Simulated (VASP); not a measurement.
Input of a VASP 6.6.1 run:

File POSCAR:

```
EuRe
1.0
    3.5664325475      0.0000000000      0.0000000000
    0.0000000000      3.5664325475      0.0000000000
    0.0000000000      0.0000000000      3.5664325475
Eu Re
1 1
Direct
    0.0000000000      0.0000000000      0.0000000000
    0.5000000000      0.5000000000      0.5000000000
```

The input INCAR.step1:

```
SYSTEM = EuRe
PREC = Accurate
ENCUT = 520
ISMEAR = 0
SIGMA = 0.05
LREAL = .False.
LASPH = .True.
NELM = 150
ISPIN = 2
MAGMOM = 7.15 0
LMAXMIX = 6
NBANDS = 23
GGA = PE
ALGO = Normal
EDIFF = 1E-4
LWAVE = .True.
LCHARG = .False.
```

The input INCAR.step2:

```
SYSTEM = EuRe
PREC = Accurate
ENCUT = 520
EDIFF = 1E-7
ISMEAR = 0
SIGMA = 0.05
LREAL = .False.
LASPH = .True.
NELM = 150
ALGO = Normal
ISIF = 2
LWAVE = .False.
LCHARG = .False.
ISPIN = 2
MAGMOM = 7.15 0
LORBIT = 11
LMAXMIX = 6
METAGGA = R2SCAN
LMIXTAU = .True.
NBANDS = 23
ISTART = 1
```

File KPOINTS:

```
regular mesh
0
Gamma
  10 10 10
  0 0 0
```

Potentials or basis: VASP PAW PBE potentials, release 64 (Eu, Re).

Command:

```bash
$ cat potpaw_PBE.64/Eu/POTCAR potpaw_PBE.64/Re/POTCAR > POTCAR
$ cp INCAR.step1 INCAR
$ mpirun -np 1 vasp_std > vasp.out
$ cp INCAR.step2 INCAR
$ mpirun -np 1 vasp_std > vasp.out
```

(1) Predict the site moments.

(2) What does it give for the net moment?

(3) Predict the pressure.

Answers

(1) Eu +6.28; Re -1.79 μB.

(2) 4.91 μB per cell.

(3) -5.2 GPa.

Caveat: the cell stands under tension; the PAW data sets were made with another functional, which shifts forces and pressure a little.
